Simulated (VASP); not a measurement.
Crystal: In.

```
CELL_PARAMETERS angstrom
-1.62615 1.62615 2.47395
1.62615 -1.62615 2.47395
1.62615 1.62615 -2.47395
ATOMIC_POSITIONS crystal
In 0.00000 0.00000 0.00000
```

Base run:

* Program: VASP 6.6.1
* Functional: PBE
* Potentials or basis: VASP PAW PBE potentials, release 64 (In_d)
* Cutoff: 520 eV
* k mesh: 14 × 14 × 14
* Occupations: fermi-dirac, width 0.05 eV
* Spin: no spin polarisation

Its results: pressure 1.9 GPa.

Question: After a change of settings the same cell gave: pressure -2.7 GPa. Which change was it?
A. further incar settings from ALGO = Normal; EDIFF = 1e-06; NBANDS = 12 to ALGO = Normal; EDIFF = 1e-08; NBANDS = 12
B. functional from PBE to PBEsol; further incar settings from ALGO = Normal; EDIFF = 1e-06; NBANDS = 12 to ALGO = Normal; EDIFF = 1e-08; NBANDS = 12
C. functional from PBE to LDA; potentials or basis from VASP PAW PBE potentials, release 64 (In_d) to VASP PAW LDA potentials, release 64 (In_d)

Answer: C.
